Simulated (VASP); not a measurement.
Wanted: the native input for a VASP 6.6.1 run.

* Task: single point
* Functional: PBE
* Potentials or basis: VASP PAW PBE potentials, release 64 (Sn_d, O, Ti_sv)
* Cutoff: 520 eV
* k mesh: 6 × 6 × 4
* Occupations: fermi-dirac, width 0.02 eV
* Spin: no spin polarisation
* Dipole correction: no
* Further INCAR settings: ALGO = Normal; EDIFF = 1e-06; NBANDS = 63

The structure of TiSn3O8 lies in POSCAR:

```
TiSn3O8
1.0
    3.3319205997     -3.3385304596      0.0000000000
    3.3319205997      3.3385304596      0.0000000000
    0.0000000000      0.0000000000      6.2959111684
Sn O Ti
3 8 1
Direct
    0.5000000000      0.5000000000      0.0000000000
    0.0000000000      0.0000000000      0.7457598470
    0.0000000000      0.0000000000      0.2542401530
    0.1942931336      0.1942931336      0.0000000000
    0.8057068664      0.8057068664      0.0000000000
    0.6907775364      0.3092224636      0.7397379928
    0.3092224636      0.6907775364      0.7397379928
    0.2029328778      0.2029328778      0.5000000000
    0.7970671222      0.7970671222      0.5000000000
    0.6907775364      0.3092224636      0.2602620072
    0.3092224636      0.6907775364      0.2602620072
    0.5000000000      0.5000000000      0.5000000000
```

One way to write it, as run:

INCAR

```
SYSTEM = TiSn3O8
  PREC = Accurate
  ENCUT = 520
  EDIFF = 1E-6
  ISMEAR = -1
  SIGMA = 0.02
  LREAL = .False.
  LASPH = .True.
  NELM = 60
  ALGO = Normal
  ISIF = 2
  LWAVE = .False.
  LCHARG = .False.
  GGA = PE
  NBANDS = 63
```

KPOINTS

```
Automatic mesh
0
Gamma
  6 6 4
  0 0 0
```

Potentials or basis: VASP PAW PBE potentials, release 64 (Sn_d, O, Ti_sv).

Run with:

```bash
$ cat potpaw_PBE.64/Sn_d/POTCAR potpaw_PBE.64/O/POTCAR potpaw_PBE.64/Ti_sv/POTCAR > POTCAR
$ mpirun -np 1 vasp_std > vasp.out
```

Results of the run:

```json
{
  "Pressure": "7.9 GPa",
  "Largest force": "0.252 eV/Å",
  "Band gap on the k mesh": "1.89 eV (least direct gap 2.13 eV)"
}
```

Caveat: the cell stands under pressure; spin-orbit coupling is left out, which moves the levels of the heavy elements.

Wall time 6.6 min on 1 thread of Intel(R) Xeon(R) Platinum 8488C (Sapphire Rapids), on a shared host, peak memory 0.41 GiB.
